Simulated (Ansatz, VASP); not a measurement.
# One calculation of TaN, two programs

The input INCAR:

```
PREC = Accurate
ENCUT = 520
EDIFF = 1E-6
ISMEAR = 0
SIGMA = 0.15
LREAL = F
LASPH = T
NELM = 80
ALGO = Normal
ISIF = 2
LWAVE = F
LCHARG = F
GGA = PE
NBANDS = 24
```

The input KPOINTS:

```
regular mesh
0
Gamma
  14 14 10
```

POSCAR

```
TaN
1.0
    0.0000000000     -2.2081122572     -2.2081122572
    0.0000000000      2.2081122572     -2.2081122572
    4.4162245144      0.0000000000      0.0000000000
Ta N
2 2
Direct
    0.5485495360      0.4514504640     -0.0273545735
   -0.0485495360      0.0485495360      0.5273545735
    0.4458813746      0.5541186254      0.4381824907
    0.0541186254     -0.0541186254      0.0618175093
```

Input for Ansatz:

```yaml
crystal:
  lattice:
    - [0.0, -2.2081122572, -2.2081122572]
    - [0.0, 2.2081122572, -2.2081122572]
    - [4.4162245144, 0.0, 0.0]
  atoms:
    - { symbol: Ta, position: [0.548549536, 0.451450464, -0.0273545735] }
    - { symbol: Ta, position: [-0.048549536, 0.048549536, 0.5273545735] }
    - { symbol: "N", position: [0.4458813746, 0.5541186254, 0.4381824907] }
    - { symbol: "N", position: [0.0541186254, -0.0541186254, 0.0618175093] }
basis:
  ecutwfc: 520.0
kpoints:
  mp_grid: { grid: [14, 14, 10] }
hamiltonian:
  xc: pbe
  pseudopotentials: { kind: paw, azcp: { folder: soft_1 } }
scf:
  occupations: { method: gaussian, width: 0.15 }
output:
  forces: true
  stress: true
  eigenvalues: true
```

Change from the starting cell: mode 1 frozen in at -0.273 Å and mode 2 at -0.239 Å (largest displacements).

Alike in both runs: task single point; functional PBE; k mesh 14 × 14 × 10; occupations gaussian, width 0.15 eV; no spin polarisation.

|  | VASP | Ansatz |
| --- | --- | --- |
| version | VASP 6.6.1 | Ansatz 0.2.0 |
| potentials or method | VASP PAW PBE potentials, release 64 (Ta_pv, N), cutoff 520 eV | scalar-relativistic, plane waves, PAW |
| valence electrons in the cell | 32 | 36 |

VASP gave:

* gap on the k mesh at the Fermi level (eV): none
* pressure (GPa): 5.4
* traceless stress, the component that is largest in VASP (GPa): 17.68
* rms of the force components (eV/Å): 1.239

Estimate Ansatz's values.

gap on the k mesh at the Fermi level (eV): none; pressure (GPa): 4.5; traceless stress, the component that is largest in VASP (GPa): 17.52; rms of the force components (eV/Å): 1.242.

Atom by atom the forces differ by 0.021 eV/Å (rms over components). A gap of «none» marks a metal or a gap that the smearing closes. The functional is the same, so the differences come from potentials, cutoffs and numerics. VASP's potentials hold 32 valence electrons a cell and Ansatz's 36, so a difference there can come from the potentials and not from the codes.

Neither program's run includes spin-orbit coupling.
